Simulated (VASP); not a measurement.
# Rb (Pnma) in VASP: single point with PBEsol

Aim: the single point of Rb with PBEsol.

All numbers are computed with VASP 6.6.1; they aren't measurements. Logs are shortened: lines on timing, memory, paths and dates and some standing lists are left out, and cuts for length are marked.

**1. The cell of the first run**

Symmetry: Pnma, No. 62, orthorhombic system. The conventional cell has a = 5.014 Å, b = 4.536 Å, c = 15.478 Å, α = 90.00°, β = 90.00°, γ = 90.00°.

**2. Single point, PBEsol**

Input file INCAR:

```
SYSTEM = Rb
PREC = Accurate
ENCUT = 520
EDIFF = 1E-6
ISMEAR = 0
SIGMA = 0.1
LREAL = .False.
LASPH = .True.
NELM = 80
ALGO = Fast
ISIF = 2
LWAVE = .False.
LCHARG = .False.
GGA = PS
NBANDS = 26
```

Input file KPOINTS:

```
regular mesh
0
Gamma
  4 4 2
  0 0 0
```

Input file POSCAR:

```
Rb
1.0
    5.0135407324      0.0000000000      0.0000000000
    0.0000000000      4.5356474443      0.0000000000
    0.0000000000      0.0000000000     15.4775590570
Rb
4
Direct
    0.2581357821      0.2500000000      0.8790412867
    0.2418642179      0.7500000000      0.3790412867
    0.7581357821      0.2500000000      0.6209587133
    0.7418642179      0.7500000000      0.1209587133
```

Potentials or basis: VASP PAW PBE potentials, release 64 (Rb_sv).

Run with:

```
$ cat potpaw_PBE.64/Rb_sv/POTCAR > POTCAR
$ mpirun -np 1 vasp_std > vasp.out
```

OUTCAR:

```text
SYSTEM = Rb
   PREC = Accurate
   ENCUT = 520
   EDIFF = 1E-6
   ISMEAR = 0
   LREAL = .False.
   LASPH = .True.
   NELM = 80
   ISIF = 2
   GGA = PS

 ion  position               nearest neighbor table
   1  0.258  0.250  0.879-   3 4.72   3 4.72   4 5.00   4 5.00   4 5.09   4 5.09
   2  0.242  0.750  0.379-   4 4.72   4 4.72   3 5.00   3 5.00   3 5.09   3 5.09
   3  0.758  0.250  0.621-   1 4.72   1 4.72   2 5.00   2 5.00   2 5.09   2 5.09
   4  0.742  0.750  0.121-   2 4.72   2 4.72   1 5.00   1 5.00   1 5.09   1 5.09

  LATTYP: Found a simple orthorhombic cell.
 ALAT       =     4.5356474443
 B/A-ratio  =     1.1053638525
 C/A-ratio  =     3.4124255130

  Lattice vectors:

 A1 = (   0.0000000000,  -4.5356474443,   0.0000000000)
 A2 = (   5.0135407324,   0.0000000000,   0.0000000000)
 A3 = (   0.0000000000,   0.0000000000,  15.4775590570)

Analysis of symmetry for initial positions (statically):
=====================================================================
 Subroutine PRICEL returns:
 Original cell was already a primitive cell.

 Routine SETGRP: Setting up the symmetry group for a
 simple orthorhombic supercell.

 Subroutine GETGRP returns: Found  8 space group operations
 (whereof  2 operations were pure point group operations)
 out of a pool of  8 trial point group operations.

The static configuration has the point symmetry S_2 .
 The point group associated with its full space group is D_2h.

Analysis of symmetry for dynamics (positions and initial velocities):
=====================================================================
 Subroutine PRICEL returns:
 Original cell was already a primitive cell.

 Routine SETGRP: Setting up the symmetry group for a
 simple orthorhombic supercell.

 Subroutine GETGRP returns: Found  8 space group operations
 (whereof  2 operations were pure point group operations)
 out of a pool of  8 trial point group operations.

The dynamic configuration has the point symmetry S_2 .
 The point group associated with its full space group is D_2h.

 Subroutine INISYM returns: Found  8 space group operations
 (whereof  2 operations are pure point group operations),
 and found     1 'primitive' translations

----------------------------------------------------------------------------------------

                                     Primitive cell

  volume of cell :     351.9543

  direct lattice vectors                    reciprocal lattice vectors
[... 84 lines left out ...]
   EDIFF  = 0.1E-05   stopping-criterion for ELM
   LREAL  =      F    real-space projection
   EDIFFG = 0.1E-04   stopping-criterion for IOM
   NSW    =      0    number of steps for IOM
   IBRION =     -1    ionic relax: 0-MD 1-quasi-New 2-CG
   NFREE  =      0    steps in history (QN), initial steepest desc. (CG)
   ISIF   =      2    stress and relaxation
   ISYM   =      2    0-nonsym 1-usesym 2-fastsym
   POTIM  = 0.5000    time-step for ionic-motion
   TEBEG  =    0.0;   TEEND  =   0.0 temperature during run
   PSTRESS=    0.0 pullay stress
   NELECT =      36.0000    total number of electrons
   NUPDOWN=      -1.0000    fix difference up-down
   EMIN   =  10.00;   EMAX   =-10.00  energy-range for DOS
   EFERMI =   0.00;   METHOD = LEGACY
   ISMEAR =     0;   SIGMA  =   0.10  broadening in eV -4-tet -1-fermi 0-gaus
   EFERMI_NEDOS =   21; number of points for ismear=-14 and -15
   IALGO  =     68    algorithm
   IMIX   =      4    mixing-type and parameters
     AMIX     =   0.40;   BMIX     =  1.00
     AMIX_MAG =   1.60;   BMIX_MAG =  1.00
  volume/ion in A,a.u.               =      87.99       593.78
  Fermi-wavevector in a.u.,A,eV,Ry     =   0.765621  1.446813  7.975392  0.586175
  Thomas-Fermi vector in A             =   1.865781
   LORBIT       =      0    0 simple, 1 ext, 2 COOP (PROOUT), +10 PAW based schemes
   GGA     = PS    functional components
   LHFCALC =     F    Hartree Fock is set to
   AEXX    =    0.0000 exact exchange contribution
   IVDW    =     0    specifies the selected vdW correction
   LEPSILON=     F    determine dielectric tensor
   LRPA    =     F    only Hartree local field effects (RPA)
 non-spin polarized calculation
 RMM-DIIS sequential band-by-band and
 Gauss-broadening in eV      SIGMA  =   0.10
  energy-cutoff  :      520.00
  volume of cell :      351.95
 maximum number of plane-waves:      9547
 NGX is ok and might be reduce to    40
   NGX = 19   NGY = 17   NGZ = 57

 number of electron      36.0000000 magnetization

 Free energy of the ion-electron system (eV)
  ---------------------------------------------------
  ext. energy  EPLUGINS =         0.00000000
  ---------------------------------------------------
  free energy    TOTEN  =        -3.93511063 eV

  energy without entropy =       -3.91313575  energy(sigma->0) =       -3.92412319

 E-fermi :   0.0795     XC(G=0):  -5.5998

 val. band max:        0.0761344899   @ k =   0.0000   0.2500   0.5000
 cond. band min:       0.1545379484   @ k =   0.5000   0.2500   0.0000
 fundamental gap:      0.0784034585
 Fermi energy:         0.0795417007

 k-point     1 :       0.0000    0.0000    0.0000
  band No.  band energies     occupation
      1     -28.8527      2.00000
      2     -28.8502      2.00000
      3     -28.8494      2.00000
      4     -28.8468      2.00000
      5     -13.0098      2.00000
      6     -12.9592      2.00000
[... 511 lines left out ...]
     25       2.0221      0.00000
     26       2.0222      0.00000

------------------------ aborting loop because EDIFF is reached ----------------------------------------

  FORCE on cell =-STRESS in cart. coord.  units (eV):
  Direction    XX          YY          ZZ          XY          YZ          ZX
  --------------------------------------------------------------------------------------
  -------------------------------------------------------------------------------------
  Total       -0.2810140      0.0303953      0.4369868      0.0000000      0.0000000      0.0000000
  in kB       -1.2792407      0.1383662      1.9892649      0.0000000      0.0000000      0.0000000
  external PRESSURE =       0.2827968 kB  Pullay stress =       0.0000000 kB

 VOLUME and BASIS-vectors are now :
 -----------------------------------------------------------------------------
  energy-cutoff  :      520.00
  volume of cell :      351.95
      direct lattice vectors                 reciprocal lattice vectors
     5.013540732  0.000000000  0.000000000     0.199459834  0.000000000  0.000000000
     0.000000000  4.535647444  0.000000000     0.000000000  0.220475690  0.000000000
     0.000000000  0.000000000 15.477559057     0.000000000  0.000000000  0.064609671

 POSITION                                       TOTAL-FORCE (eV/Angst)
 -----------------------------------------------------------------------------------
      1.29417      1.13391     13.60541        -0.007140      0.000000      0.016617
      1.21260      3.40174      5.86663         0.007140     -0.000000      0.016617
      3.80094      1.13391      9.61093        -0.007140     -0.000000     -0.016617
      3.71937      3.40174      1.87215         0.007140      0.000000     -0.016617
 -----------------------------------------------------------------------------------
    total drift:                                0.000000     -0.000000      0.000000

  FREE ENERGIE OF THE ION-ELECTRON SYSTEM (eV)
  ---------------------------------------------------
  free  energy   TOTEN  =        -3.9351106311 eV

  energy  without entropy=       -3.9131357502  energy(sigma->0) =       -3.92412319
```

stdout:

```text
POSCAR found type information on POSCAR Rb
 POSCAR found :  1 types and       4 ions
 scaLAPACK will be used
 -----------------------------------------------------------------------------
|                                                                             |
|                                                                             |
|     You enforced a specific xc type in the INCAR file but a different       |
|     I HOPE YOU KNOW WHAT YOU ARE DOING!                                     |
|                                                                             |
 -----------------------------------------------------------------------------

 LDA part: xc-table for (Slater+PW92), standard interpolation
 POSCAR, INCAR and KPOINTS ok, starting setup
 FFT: planning ... GRIDC
 FFT: planning ... GRID_SOFT
 FFT: planning ... GRID
 WAVECAR not read
 entering main loop
WARNING in EDDRMM: call to ZHEGV failed, returncode =   8  4     22
```

It took 3.1 min on 1 thread of Oxide Virtual Turin-like, shared host; peak memory 0.43 GiB.

What came out:

```
Free energy            : -3.9351 eV
Pressure               : 0.0 GPa
Largest force          : 0.018 eV/Å
Band gap on the k mesh : zero (bands 18 and 19 overlap by 2.11 eV)
```

Forces in eV/Å, atoms in the order of the input:
```
Rb  -0.007  0.000  0.017
Rb   0.007  0.000  0.017
Rb  -0.007  0.000 -0.017
Rb   0.007  0.000 -0.017
```

Caveat: the PAW data sets were made with another functional, which shifts forces and pressure a little.

The gap in the log of VASP goes by the Fermi energy; the results here count the filled bands.